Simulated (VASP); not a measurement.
# Rh (P6_3/mmc) in VASP: further runs

Rh is run at these levels: r2SCAN; tasks: single point.

Program: VASP 6.6.1. These are calculated values, not measurements. Logs are shortened: lines on timing, memory, paths and dates and some standing lists are left out, and cuts for length are marked.

### Step 1. The cell of the first run

Symmetry: P6_3/mmc, No. 194, hexagonal system. The conventional cell has a = 2.759 Å, b = 2.759 Å, c = 4.428 Å, α = 90.00°, β = 90.00°, γ = 120.00°. Within 3.6 Å of Rh (site symmetry -6m2) lie 12 Rh at 2.73 to 2.76 Å.

This isn't the form of Rh at room conditions, which is fcc.

### Step 2. Single point, r2SCAN (14.59 Å³/atom)

Input file POSCAR:

```
Rh
1.0
    2.7586501350      0.0000000000      0.0000000000
   -1.3793250675      2.3890610970      0.0000000000
    0.0000000000      0.0000000000      4.4275405398
Rh
2
Direct
    0.6666666667      0.3333333333      0.7500000000
    0.3333333333      0.6666666667      0.2500000000
```

Input file INCAR.step1:

```
SYSTEM = Rh
ALGO     = Normal         ! electronic algorithm
EDIFF    = 1E-5           ! SCF threshold, eV
ENCUT    = 680            ! plane-wave cutoff, eV
GGA      = PE             ! functional
GGA_COMPAT= .FALSE.      
ISMEAR   = 0              ! smearing method
LASPH    = .TRUE.         ! aspherical terms in the spheres
LCHARG   = .FALSE.        ! write CHGCAR
LREAL    = .FALSE.        ! projectors in reciprocal space
LWAVE    = .TRUE.         ! write WAVECAR
NBANDS   = 24             ! bands
NELM     = 120            ! most SCF steps
PREC     = Accurate       ! precision mode
SIGMA    = 0.1            ! smearing width, eV
```

Input file INCAR.step2:

```
SYSTEM = Rh
ALGO     = Normal         ! electronic algorithm
EDIFF    = 1E-6           ! SCF threshold, eV
ENCUT    = 680            ! plane-wave cutoff, eV
GGA_COMPAT= .FALSE.      
ISIF     = 2              ! what is computed and relaxed
ISMEAR   = 0              ! smearing method
ISTART   = 1            
LASPH    = .TRUE.         ! aspherical terms in the spheres
LCHARG   = .FALSE.        ! write CHGCAR
LMIXTAU  = .TRUE.       
LREAL    = .FALSE.        ! projectors in reciprocal space
LWAVE    = .FALSE.        ! write WAVECAR
METAGGA  = R2SCAN         ! meta-GGA
NBANDS   = 24             ! bands
NELM     = 120            ! most SCF steps
PREC     = Accurate       ! precision mode
SIGMA    = 0.1            ! smearing width, eV
```

Input file KPOINTS:

```
k-points
0
G
  18 18 10
  0 0 0
```

Potentials or basis: VASP PAW PBE potentials, release 64 (Rh_sv_GW).

On the command line:

```sh
> cat potpaw_PBE.64/Rh_sv_GW/POTCAR > POTCAR
> cp INCAR.step1 INCAR
> mpirun -np 1 vasp_std > vasp.out
> cp INCAR.step2 INCAR
> mpirun -np 1 vasp_std > vasp.out
```

OUTCAR:

```text
SYSTEM = Rh
   EDIFF = 1E-6
   ENCUT = 680
   ISIF = 2
   ISMEAR = 0
   ISTART = 1
   LASPH = .TRUE.
   LREAL = .FALSE.
   METAGGA = R2SCAN
   NELM = 120
   PREC = Accurate

 ion  position               nearest neighbor table
   1  0.667  0.333  0.750-
   2  0.333  0.667  0.250-

  LATTYP: Found a hexagonal cell.
 ALAT       =     2.7586501350
 C/A-ratio  =     1.6049663144

  Lattice vectors:

 A1 = (   2.7586501350,   0.0000000000,   0.0000000000)
 A2 = (  -1.3793250675,   2.3890610970,   0.0000000000)
 A3 = (   0.0000000000,   0.0000000000,   4.4275405398)

Analysis of symmetry for initial positions (statically):
=====================================================================
 Subroutine PRICEL returns:
 Original cell was already a primitive cell.

 Routine SETGRP: Setting up the symmetry group for a
 hexagonal supercell.

 Subroutine GETGRP returns: Found 24 space group operations
 (whereof 12 operations were pure point group operations)
 out of a pool of 24 trial point group operations.

The static configuration has the point symmetry D_3d.
 The point group associated with its full space group is D_6h.

Analysis of symmetry for dynamics (positions and initial velocities):
=====================================================================
 Subroutine PRICEL returns:
 Original cell was already a primitive cell.

 Routine SETGRP: Setting up the symmetry group for a
 hexagonal supercell.

 Subroutine GETGRP returns: Found 24 space group operations
 (whereof 12 operations were pure point group operations)
 out of a pool of 24 trial point group operations.

The dynamic configuration has the point symmetry D_3d.
 The point group associated with its full space group is D_6h.

 Subroutine INISYM returns: Found 24 space group operations
 (whereof 12 operations are pure point group operations),
 and found     1 'primitive' translations

----------------------------------------------------------------------------------------

                                     Primitive cell

  volume of cell :      29.1801

  direct lattice vectors                    reciprocal lattice vectors
     2.758650135  0.000000000  0.000000000     0.362496131  0.209287239  0.000000000
    -1.379325067  2.389061097  0.000000000     0.000000000  0.418574477  0.000000000
     0.000000000  0.000000000  4.427540540     0.000000000  0.000000000  0.225859027

  length of vectors
     2.758650135  2.758650135  4.427540540     0.418574477  0.418574477  0.225859027

  position of ions in fractional coordinates (direct lattice)
     0.666666667  0.333333333  0.750000000
     0.333333333  0.666666667  0.250000000

  ion indices of the primitive-cell ions
   primitive index   ion index
                 1           1
                 2           2

----------------------------------------------------------------------------------------

 KPOINTS: k-points

Automatic generation of k-mesh.
 Grid dimensions read from file:
 generate k-points for:   18   18   10

 Generating k-lattice:

  Cartesian coordinates                     Fractional coordinates (reciprocal lattice)
     0.020138674  0.011627069  0.000000000     0.055555556  0.000000000  0.000000000
     0.000000000  0.023254138  0.000000000     0.000000000  0.055555556  0.000000000
     0.000000000  0.000000000  0.022585903     0.000000000  0.000000000  0.100000000

  Length of vectors
     0.023254138  0.023254138  0.022585903

  Shift w.r.t. Gamma in fractional coordinates (k-lattice)
     0.000000000  0.000000000  0.000000000

 Subroutine IBZKPT returns following result:
 ===========================================

 Found    222 irreducible k-points:

 Following reciprocal coordinates:
            Coordinates               Weight
  0.000000  0.000000  0.000000      1.000000
  0.055556  0.000000  0.000000      6.000000
  0.111111  0.000000  0.000000      6.000000
  0.166667  0.000000  0.000000      6.000000
  0.222222  0.000000  0.000000      6.000000
  0.277778  0.000000  0.000000      6.000000
[... 16 lines left out ...]
  0.333333  0.111111  0.000000     12.000000
  0.388889  0.111111  0.000000     12.000000
 [... further k-points ...]
   k-points           NKPTS =    222   k-points in BZ     NKDIM =    222   number of bands    NBANDS=     24
   number of dos      NEDOS =    301   number of ions     NIONS =      2
   total plane-waves  NPLWV =  23040
   dimension x,y,z NGX =    24 NGY =   24 NGZ =   40
   dimension x,y,z NGXF=    48 NGYF=   48 NGZF=   80
   ions per type =               2
   NGX,Y,Z   is equivalent  to a cutoff of  14.46, 14.46, 15.02 a.u.
   NGXF,Y,Z  is equivalent  to a cutoff of  28.93, 28.93, 30.04 a.u.
 SYSTEM =  Rh
   PREC   = accura    normal or accurate (medium, high low for compatibility)
   ISTART =      1    job   : 0-new  1-cont  2-samecut
   ICHARG =      0    charge: 1-file 2-atom 10-const
   ISPIN  =      1    spin polarized calculation?
   LNONCOLLINEAR =      F non collinear calculations
   LSORBIT =      F    spin-orbit coupling
   LASPH  =      T    aspherical Exc in radial PAW
   ENCUT  =  680.0 eV  49.98 Ry    7.07 a.u.   5.87  5.87  9.41*2*pi/ulx,y,z
   NELM   =    120;   NELMIN=  2; NELMDL=  0     # of ELM steps
   EDIFF  = 0.1E-05   stopping-criterion for ELM
   LREAL  =      F    real-space projection
   EDIFFG = 0.1E-04   stopping-criterion for IOM
   NSW    =      0    number of steps for IOM
   IBRION =     -1    ionic relax: 0-MD 1-quasi-New 2-CG
   NFREE  =      0    steps in history (QN), initial steepest desc. (CG)
   ISIF   =      2    stress and relaxation
   ISYM   =      2    0-nonsym 1-usesym 2-fastsym
   POTIM  = 0.5000    time-step for ionic-motion
   TEBEG  =    0.0;   TEEND  =   0.0 temperature during run
   PSTRESS=    0.0 pullay stress
   NELECT =      34.0000    total number of electrons
   NUPDOWN=      -1.0000    fix difference up-down
   EMIN   =  10.00;   EMAX   =-10.00  energy-range for DOS
   EFERMI =   0.00;   METHOD = LEGACY
   ISMEAR =     0;   SIGMA  =   0.10  broadening in eV -4-tet -1-fermi 0-gaus
   EFERMI_NEDOS =   21; number of points for ismear=-14 and -15
   IALGO  =     38    algorithm
   IMIX   =      4    mixing-type and parameters
     AMIX     =   0.40;   BMIX     =  1.00
     AMIX_MAG =   1.60;   BMIX_MAG =  1.00
  volume/ion in A,a.u.               =      14.59        98.46
  Fermi-wavevector in a.u.,A,eV,Ry     =   1.722684  3.255401 40.377203  2.967641
  Thomas-Fermi vector in A             =   2.798702
   LORBIT       =      0    0 simple, 1 ext, 2 COOP (PROOUT), +10 PAW based schemes
   METAGGA = R2SCAN    functional components
   LHFCALC =     F    Hartree Fock is set to
   AEXX    =    0.0000 exact exchange contribution
   IVDW    =     0    specifies the selected vdW correction
   LEPSILON=     F    determine dielectric tensor
   LRPA    =     F    only Hartree local field effects (RPA)
 non-spin polarized calculation
 Gauss-broadening in eV      SIGMA  =   0.10
  energy-cutoff  :      680.00
  volume of cell :       29.18
 maximum number of plane-waves:      1194
 NGX is ok and might be reduce to    24
   NGX = 11   NGY = 11   NGZ = 19

 number of electron      34.0000001 magnetization

 Free energy of the ion-electron system (eV)
  ---------------------------------------------------
  ext. energy  EPLUGINS =         0.00000000
  ---------------------------------------------------
  free energy    TOTEN  =       -46.41336067 eV

  energy without entropy =      -46.39618845  energy(sigma->0) =      -46.40477456

 E-fermi :   9.7961     XC(G=0): -14.8326

 val. band max:        9.7954985732   @ k =   0.3889   0.1667   0.0000
 cond. band min:       9.7973345701   @ k =   0.3333   0.0556   0.2000
 fundamental gap:      0.0018359969
 Fermi energy:         9.7960705746

 k-point     1 :       0.0000    0.0000    0.0000
  band No.  band energies     occupation
      1     -71.2767      2.00000
      2     -71.1745      2.00000
      3     -38.6556      2.00000
      4     -38.0736      2.00000
      5     -38.0736      2.00000
      6     -37.9916      2.00000
[... 16 lines left out ...]
     23      28.5348      0.00000
     24      28.9893      0.00000

 k-point     2 :       0.0556    0.0000    0.0000
  band No.  band energies     occupation
      1     -71.2743      2.00000
      2     -71.1734      2.00000
      3     -38.6493      2.00000
      4     -38.0874      2.00000
      5     -38.0782      2.00000
      6     -37.9943      2.00000
[... 16 lines left out ...]
     23      28.6485      0.00000
     24      29.0490      0.00000

 k-point     3 :       0.1111    0.0000    0.0000
  band No.  band energies     occupation
      1     -71.2672      2.00000
      2     -71.1704      2.00000
      3     -38.6309      2.00000
      4     -38.1270      2.00000
      5     -38.0912      2.00000
      6     -38.0306      2.00000
[... 16 lines left out ...]
     23      28.9082      0.00000
     24      28.9463      0.00000

 k-point     4 :       0.1667    0.0000    0.0000
  band No.  band energies     occupation
      1     -71.2561      2.00000
      2     -71.1660      2.00000
      3     -38.6015      2.00000
      4     -38.1878      2.00000
      5     -38.1106      2.00000
      6     -38.0927      2.00000
[... 16 lines left out ...]
     23      28.6985      0.00000
     24      29.0368      0.00000

 k-point     5 :       0.2222    0.0000    0.0000
  band No.  band energies     occupation
      1     -71.2422      2.00000
      2     -71.1609      2.00000
      3     -38.5630      2.00000
      4     -38.2625      2.00000
      5     -38.1677      2.00000
      6     -38.1340      2.00000
[... 451 lines left out ...]
 k-point    22 :       0.2778    0.1111    0.0000
  band No.  band energies     occupation
      1     -71.2071      2.00000
      2     -71.1517      2.00000
      3     -38.4562      2.00000
      4     -38.4094      2.00000
      5     -38.3344      2.00000
      6     -38.1920      2.00000
[... 16 lines left out ...]
     23      23.3173      0.00000
     24      26.2770      0.00000

 k-point    23 :       0.3333    0.1111    0.0000
  band No.  band energies     occupation
      1     -71.1939      2.00000
      2     -71.1503      2.00000
      3     -38.4664      2.00000
      4     -38.4105      2.00000
      5     -38.3760      2.00000
      6     -38.2198      2.00000
[... 16 lines left out ...]
     23      22.4497      0.00000
     24      25.5257      0.00000

 k-point    24 :       0.3889    0.1111    0.0000
  band No.  band energies     occupation
      1     -71.1842      2.00000
      2     -71.1504      2.00000
      3     -38.5036      2.00000
      4     -38.4031      2.00000
      5     -38.3736      2.00000
      6     -38.2376      2.00000
[... 16 lines left out ...]
     23      21.8470      0.00000
     24      24.8735      0.00000

 [... further k-points ...]

------------------------ aborting loop because EDIFF is reached ----------------------------------------

  FORCE on cell =-STRESS in cart. coord.  units (eV):
  Direction    XX          YY          ZZ          XY          YZ          ZX
  --------------------------------------------------------------------------------------
  -------------------------------------------------------------------------------------
  Total       -2.5265531     -2.5265531     -2.5291438      0.0000000      0.0000000      0.0000000
  in kB     -138.7243143   -138.7243143   -138.8665592      0.0000000      0.0000000      0.0000000
  external PRESSURE =    -138.7717293 kB  Pullay stress =       0.0000000 kB

 VOLUME and BASIS-vectors are now :
 -----------------------------------------------------------------------------
  energy-cutoff  :      680.00
  volume of cell :       29.18
      direct lattice vectors                 reciprocal lattice vectors
     2.758650135  0.000000000  0.000000000     0.362496131  0.209287239  0.000000000
    -1.379325067  2.389061097  0.000000000     0.000000000  0.418574477  0.000000000
     0.000000000  0.000000000  4.427540540     0.000000000  0.000000000  0.225859027

 POSITION                                       TOTAL-FORCE (eV/Angst)
 -----------------------------------------------------------------------------------
      1.37933      0.79635      3.32066         0.000000     -0.000000      0.000000
     -0.00000      1.59271      1.10689        -0.000000      0.000000      0.000000
 -----------------------------------------------------------------------------------
    total drift:                               -0.000000      0.000000     -0.000000

  FREE ENERGIE OF THE ION-ELECTRON SYSTEM (eV)
  ---------------------------------------------------
  free  energy   TOTEN  =       -46.4133606664 eV

  energy  without entropy=      -46.3961884530  energy(sigma->0) =      -46.40477456
```

Wall time 4.1 min (1 thread of Intel Xeon 6975P-C (Granite Rapids), shared host); peak memory 0.36 GiB.

What came out:

```yaml
Free_energy: -46.4134 eV
Pressure: -13.9 GPa
Band_gap_on_the_k_mesh: zero (bands 17 and 18 overlap by 2.25 eV)
```

Caveat: the cell stands under tension; the PAW data sets were made with another functional, which shifts forces and pressure a little.

(Continued in part 2 of 2.)
